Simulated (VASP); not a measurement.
BAs:

```
B As
1.0
     0.00000    2.48718    2.48718
     2.48718    0.00000    2.48718
     2.48718    2.48718    0.00000
B As
1 1
Direct
  0.00000 0.00000 0.00000
  0.25000 0.25000 0.25000
```

```yaml
Program: VASP 6.6.1
Task: relaxation of cell and atoms
Functional: PBE
Potentials_or_basis: VASP PAW PBE potentials, release 64 (B, As)
Cutoff: 500 eV
k_mesh: 8 × 8 × 8
Occupations: gaussian, width 0.1 eV
Spin: no spin polarisation
```

At the start: pressure -10.4 GPa; volume 15.39 Å³/atom.

Question: How do energy, volume and symmetry change on relaxing?

Answer: Over 3 steps the energy falls by 50.3 meV/atom and the volume is 13.97 Å³/atom (-9.2 %); space group F-43m (No. 216, to 0.1 Å) before and after.

The path:
```
step  energy change (eV)  largest force (eV/Å)  pressure (GPa)  volume (Å³)
   1              0.0000                0.0000          -10.42        30.77
   2             -0.0688                0.0000            7.58        26.53
   3             -0.1005                0.0000           -0.02        27.94
```

Final structure:
```yaml
crystal:
  lattice:
    - [0.00000, 2.40832, 2.40832]
    - [2.40832, 0.00000, 2.40832]
    - [2.40832, 2.40832, 0.00000]
  atoms:
    - { symbol: B, position: [0.00000, 0.00000, 0.00000] }
    - { symbol: As, position: [0.25000, 0.25000, 0.25000] }
```
